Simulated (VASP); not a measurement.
# HfZrSe3 (P4mm) in VASP: single point with PBE

Aim: the single point of HfZrSe3 with PBE.

All numbers are computed with VASP 6.6.1; they aren't measurements. Logs are shortened: lines on timing, memory, paths and dates and some standing lists are left out, and cuts for length are marked.

### 1 The cell of the first run

Symmetry: P4mm, No. 99, tetragonal system. The conventional cell has a = 4.971 Å, b = 4.971 Å, c = 6.342 Å, α = 90.00°, β = 90.00°, γ = 90.00°. Within 3.5 Å of Zr (site symmetry 4mm) lie 4 Se at 2.69 Å. Within 3.2 Å of Hf (site symmetry 4mm) lie 5 Se at 2.39 to 2.67 Å. Se (site symmetry 2mm) has 2 Hf at 2.67 Å and 2 Zr at 2.69 Å within 3.5 Å. Se (site symmetry 4mm) has 1 Hf at 2.39 Å within 3.2 Å.

### 2 Single point, PBE

INCAR

```
PREC = Accurate
ENCUT = 500
EDIFF = 1E-6
ISMEAR = 0
SIGMA = 0.15
LREAL = F
LASPH = T
NELM = 120
ALGO = Normal
ISIF = 2
LWAVE = F
LCHARG = T
GGA = PE
LELF = T
LVHAR = T
NBANDS = 28
GGA_COMPAT = F
```

KPOINTS

```
regular mesh
0
Gamma
  3 3 2
```

POSCAR

```
HfZrSe3
1.0
    4.9710594295      0.0000000000      0.0000000000
    0.0000000000      4.9710594295      0.0000000000
    0.0000000000      0.0000000000      6.3422126423
Zr Hf Se
1 1 3
Direct
    0.5000000000      0.5000000000      0.6616908756
    0.0000000000      0.0000000000      0.6726470826
    0.5000000000      0.0000000000      0.8246726589
    0.0000000000      0.5000000000      0.8246726589
    0.0000000000      0.0000000000      0.2953759039
```

Potentials or basis: VASP PAW PBE potentials, release 64 (Zr_sv, Hf_pv, Se).

On the command line:

```console
cat potpaw_PBE.64/Zr_sv/POTCAR potpaw_PBE.64/Hf_pv/POTCAR potpaw_PBE.64/Se/POTCAR > POTCAR
mpirun -np 1 vasp_std > vasp.out
```

OUTCAR:

```text
PREC = Accurate
   ENCUT = 500
   EDIFF = 1E-6
   ISMEAR = 0
   LREAL = F
   LASPH = T
   NELM = 120
   ISIF = 2
   GGA = PE

 ion  position               nearest neighbor table
   1  0.500  0.500  0.662-   3 2.69   4 2.69   3 2.69   4 2.69   2 3.52   2 3.52   2 3.52   2 3.52

   2  0.000  0.000  0.673-   5 2.39   4 2.67   3 2.67   4 2.67   3 2.67   1 3.52   1 3.52   1 3.52
                             1 3.52
   3  0.500  0.000  0.825-   2 2.67   2 2.67   1 2.69   1 2.69
   4  0.000  0.500  0.825-   2 2.67   2 2.67   1 2.69   1 2.69
   5  0.000  0.000  0.295-   2 2.39

  LATTYP: Found a simple tetragonal cell.
 ALAT       =     4.9710594295
 C/A-ratio  =     1.2758271616

  Lattice vectors:

 A1 = (   4.9710594295,   0.0000000000,   0.0000000000)
 A2 = (   0.0000000000,   4.9710594295,   0.0000000000)
 A3 = (   0.0000000000,   0.0000000000,   6.3422126423)

Analysis of symmetry for initial positions (statically):
=====================================================================
 Subroutine PRICEL returns:
 Original cell was already a primitive cell.

 Routine SETGRP: Setting up the symmetry group for a
 simple tetragonal supercell.

 Subroutine GETGRP returns: Found  8 space group operations
 (whereof  8 operations were pure point group operations)
 out of a pool of 16 trial point group operations.

The static configuration has the point symmetry C_4v.

Analysis of symmetry for dynamics (positions and initial velocities):
=====================================================================
 Subroutine PRICEL returns:
 Original cell was already a primitive cell.

 Routine SETGRP: Setting up the symmetry group for a
 simple tetragonal supercell.

 Subroutine GETGRP returns: Found  8 space group operations
 (whereof  8 operations were pure point group operations)
 out of a pool of 16 trial point group operations.

The dynamic configuration has the point symmetry C_4v.

 Subroutine INISYM returns: Found  8 space group operations
 (whereof  8 operations are pure point group operations),
 and found     1 'primitive' translations

----------------------------------------------------------------------------------------

                                     Primitive cell

  volume of cell :     156.7252

  direct lattice vectors                    reciprocal lattice vectors
     4.971059430  0.000000000  0.000000000     0.201164362  0.000000000  0.000000000
     0.000000000  4.971059430  0.000000000     0.000000000  0.201164362  0.000000000
     0.000000000  0.000000000  6.342212642     0.000000000  0.000000000  0.157673679

  length of vectors
     4.971059430  4.971059430  6.342212642     0.201164362  0.201164362  0.157673679

  position of ions in fractional coordinates (direct lattice)
     0.500000000  0.500000000  0.661690876
     0.000000000  0.000000000  0.672647083
     0.500000000  0.000000000  0.824672659
     0.000000000  0.500000000  0.824672659
     0.000000000  0.000000000  0.295375904

  ion indices of the primitive-cell ions
   primitive index   ion index
                 1           1
                 2           2
                 3           3
                 4           4
                 5           5

----------------------------------------------------------------------------------------

 KPOINTS: regular mesh

Automatic generation of k-mesh.
 Grid dimensions read from file:
 generate k-points for:    3    3    2

 Generating k-lattice:

  Cartesian coordinates                     Fractional coordinates (reciprocal lattice)
     0.067054787  0.000000000  0.000000000     0.333333333  0.000000000  0.000000000
     0.000000000  0.067054787  0.000000000     0.000000000  0.333333333  0.000000000
     0.000000000  0.000000000  0.078836839     0.000000000  0.000000000  0.500000000

  Length of vectors
     0.067054787  0.067054787  0.078836839

  Shift w.r.t. Gamma in fractional coordinates (k-lattice)
     0.000000000  0.000000000  0.000000000

 Subroutine IBZKPT returns following result:
 ===========================================

 Found      6 irreducible k-points:

 Following reciprocal coordinates:
            Coordinates               Weight
  0.000000  0.000000  0.000000      1.000000
  0.333333  0.000000  0.000000      4.000000
  0.333333  0.333333  0.000000      4.000000
  0.000000  0.000000  0.500000      1.000000
  0.333333  0.000000  0.500000      4.000000
  0.333333  0.333333  0.500000      4.000000
   k-points           NKPTS =      6   k-points in BZ     NKDIM =      6   number of bands    NBANDS=     28
   number of dos      NEDOS =    301   number of ions     NIONS =      5
   total plane-waves  NPLWV =  62208
   dimension x,y,z NGX =    36 NGY =   36 NGZ =   48
   dimension x,y,z NGXF=    72 NGYF=   72 NGZF=   96
   ions per type =               1   1   3
   NGX,Y,Z   is equivalent  to a cutoff of  12.04, 12.04, 12.58 a.u.
   NGXF,Y,Z  is equivalent  to a cutoff of  24.08, 24.08, 25.16 a.u.
 SYSTEM =  unknown system
   PREC   = accura    normal or accurate (medium, high low for compatibility)
   ISTART =      0    job   : 0-new  1-cont  2-samecut
   ICHARG =      2    charge: 1-file 2-atom 10-const
   ISPIN  =      1    spin polarized calculation?
   LNONCOLLINEAR =      F non collinear calculations
   LSORBIT =      F    spin-orbit coupling
   LASPH  =      T    aspherical Exc in radial PAW
   ENCUT  =  500.0 eV  36.75 Ry    6.06 a.u.   9.06  9.06 11.56*2*pi/ulx,y,z
   NELM   =    120;   NELMIN=  2; NELMDL= -5     # of ELM steps
   EDIFF  = 0.1E-05   stopping-criterion for ELM
   LREAL  =      F    real-space projection
   EDIFFG = 0.1E-04   stopping-criterion for IOM
   NSW    =      0    number of steps for IOM
   IBRION =     -1    ionic relax: 0-MD 1-quasi-New 2-CG
   NFREE  =      0    steps in history (QN), initial steepest desc. (CG)
   ISIF   =      2    stress and relaxation
   ISYM   =      2    0-nonsym 1-usesym 2-fastsym
   POTIM  = 0.5000    time-step for ionic-motion
   TEBEG  =    0.0;   TEEND  =   0.0 temperature during run
   PSTRESS=    0.0 pullay stress
   NELECT =      40.0000    total number of electrons
   NUPDOWN=      -1.0000    fix difference up-down
   EMIN   =  10.00;   EMAX   =-10.00  energy-range for DOS
   EFERMI =   0.00;   METHOD = LEGACY
   ISMEAR =     0;   SIGMA  =   0.15  broadening in eV -4-tet -1-fermi 0-gaus
   EFERMI_NEDOS =   21; number of points for ismear=-14 and -15
   IALGO  =     38    algorithm
   IMIX   =      4    mixing-type and parameters
     AMIX     =   0.40;   BMIX     =  1.00
     AMIX_MAG =   1.60;   BMIX_MAG =  1.00
  volume/ion in A,a.u.               =      31.35       211.53
  Fermi-wavevector in a.u.,A,eV,Ry     =   1.038441  1.962369 14.671981  1.078360
  Thomas-Fermi vector in A             =   2.172926
   LORBIT       =      0    0 simple, 1 ext, 2 COOP (PROOUT), +10 PAW based schemes
   GGA     = PE    functional components
   LHFCALC =     F    Hartree Fock is set to
   AEXX    =    0.0000 exact exchange contribution
   IVDW    =     0    specifies the selected vdW correction
   LEPSILON=     F    determine dielectric tensor
   LRPA    =     F    only Hartree local field effects (RPA)
 non-spin polarized calculation
 Gauss-broadening in eV      SIGMA  =   0.15
  energy-cutoff  :      500.00
  volume of cell :      156.73
 maximum number of plane-waves:      3995
   NGX = 19   NGY = 19   NGZ = 23

 number of electron      40.0000004 magnetization

 Free energy of the ion-electron system (eV)
  ---------------------------------------------------
  ext. energy  EPLUGINS =         0.00000000
  ---------------------------------------------------
  free energy    TOTEN  =       -32.71598130 eV

  energy without entropy =      -32.67508364  energy(sigma->0) =      -32.69553247

 E-fermi :   3.1556     XC(G=0):  -8.4231

 val. band max:        3.0348650249   @ k =   0.3333   0.3333   0.0000
 cond. band min:       3.2661663348   @ k =   0.0000   0.0000   0.0000
 fundamental gap:      0.2313013098
 Fermi energy:         3.1555667273

 k-point     1 :       0.0000    0.0000    0.0000
  band No.  band energies     occupation
      1     -47.0372      2.00000
      2     -28.1298      2.00000
      3     -28.0293      2.00000
      4     -28.0293      2.00000
      5     -25.2083      2.00000
      6     -25.0197      2.00000
[... 20 lines left out ...]
     27       6.2059      0.00000
     28       6.2059      0.00000

 k-point     2 :       0.3333    0.0000    0.0000
  band No.  band energies     occupation
      1     -47.0371      2.00000
      2     -28.1293      2.00000
      3     -28.0348      2.00000
      4     -28.0277      2.00000
      5     -25.2075      2.00000
      6     -25.0347      2.00000
[... 20 lines left out ...]
     27       6.0904      0.00000
     28       6.2895      0.00000

 k-point     3 :       0.3333    0.3333    0.0000
  band No.  band energies     occupation
      1     -47.0370      2.00000
      2     -28.1289      2.00000
      3     -28.0373      2.00000
      4     -28.0353      2.00000
      5     -25.2067      2.00000
      6     -25.0328      2.00000
[... 20 lines left out ...]
     27       5.7650      0.00000
     28       6.6745      0.00000

 k-point     4 :       0.0000    0.0000    0.5000
  band No.  band energies     occupation
      1     -47.0372      2.00000
      2     -28.1299      2.00000
      3     -28.0293      2.00000
      4     -28.0293      2.00000
      5     -25.2084      2.00000
      6     -25.0197      2.00000
[... 20 lines left out ...]
     27       6.3578      0.00000
     28       6.5705      0.00000

 k-point     5 :       0.3333    0.0000    0.5000
  band No.  band energies     occupation
      1     -47.0371      2.00000
      2     -28.1295      2.00000
      3     -28.0348      2.00000
      4     -28.0277      2.00000
      5     -25.2076      2.00000
      6     -25.0347      2.00000
[... 20 lines left out ...]
     27       6.2151      0.00000
     28       6.6845      0.00000

 k-point     6 :       0.3333    0.3333    0.5000
  band No.  band energies     occupation
      1     -47.0370      2.00000
      2     -28.1290      2.00000
      3     -28.0373      2.00000
      4     -28.0353      2.00000
      5     -25.2067      2.00000
      6     -25.0328      2.00000
[... 20 lines left out ...]
     27       5.7072      0.00000
     28       6.5652      0.00000

------------------------ aborting loop because EDIFF is reached ----------------------------------------

  FORCE on cell =-STRESS in cart. coord.  units (eV):
  Direction    XX          YY          ZZ          XY          YZ          ZX
  --------------------------------------------------------------------------------------
  -------------------------------------------------------------------------------------
  Total       -0.0730247     -0.0730247     -0.0252968      0.0000000     -0.0000000      0.0000000
  in kB       -0.7465199     -0.7465199     -0.2586049      0.0000000     -0.0000000      0.0000000
  external PRESSURE =      -0.5838816 kB  Pullay stress =       0.0000000 kB

 VOLUME and BASIS-vectors are now :
 -----------------------------------------------------------------------------
  energy-cutoff  :      500.00
  volume of cell :      156.73
      direct lattice vectors                 reciprocal lattice vectors
     4.971059430  0.000000000  0.000000000     0.201164362  0.000000000  0.000000000
     0.000000000  4.971059430  0.000000000     0.000000000  0.201164362  0.000000000
     0.000000000  0.000000000  6.342212642     0.000000000  0.000000000  0.157673679

 POSITION                                       TOTAL-FORCE (eV/Angst)
 -----------------------------------------------------------------------------------
      2.48553      2.48553      4.19658         0.000000     -0.000000     -0.040206
      0.00000      0.00000      4.26607         0.000000      0.000000     -0.061367
      2.48553      0.00000      5.23025         0.000000      0.000000      0.009859
      0.00000      2.48553      5.23025         0.000000      0.000000      0.009859
      0.00000      0.00000      1.87334         0.000000      0.000000      0.081855
 -----------------------------------------------------------------------------------
    total drift:                                0.000000      0.000000      0.000224

  FREE ENERGIE OF THE ION-ELECTRON SYSTEM (eV)
  ---------------------------------------------------
  free  energy   TOTEN  =       -32.7159812993 eV

  energy  without entropy=      -32.6750836434  energy(sigma->0) =      -32.69553247
```

Run time: 65 s. Hardware: 1 thread of Intel Xeon 8259CL, shared host; peak memory 0.25 GiB.

Results:

```
Free energy            : -32.7160 eV
Pressure               : -0.1 GPa
Largest force          : 0.082 eV/Å
Band gap on the k mesh : 0.23 eV, indirect (the least direct gap lies 4.3 meV higher)
```

Forces in eV/Å, atoms in the order of the input:
```
Zr   0.000  0.000 -0.040
Hf   0.000  0.000 -0.061
Se   0.000  0.000  0.010
Se   0.000  0.000  0.010
Se   0.000  0.000  0.082
```

Levels at points of the mesh, in eV from the valence-band top:
| k point | band 16 | band 17 | band 18 | band 19 | band 20 | band 21 | band 22 | band 23 | band 24 | band 25 |
| --- | --- | --- | --- | --- | --- | --- | --- | --- | --- | --- |
| (0.00, 0.00, 0.00) | -2.35 | -2.10 | -1.77 | -1.77 | -1.71 | 0.23 | 1.73 | 1.73 | 1.80 | 2.23 |
| (0.00, 0.00, 0.50) | -2.42 | -2.42 | -1.71 | -1.66 | -1.66 | 0.52 | 1.75 | 1.75 | 1.80 | 3.29 |

Caveat: the k points lie up to 0.50 Å⁻¹ apart; spin-orbit coupling is left out, which moves the levels of the heavy elements. A k mesh can miss the band edges.
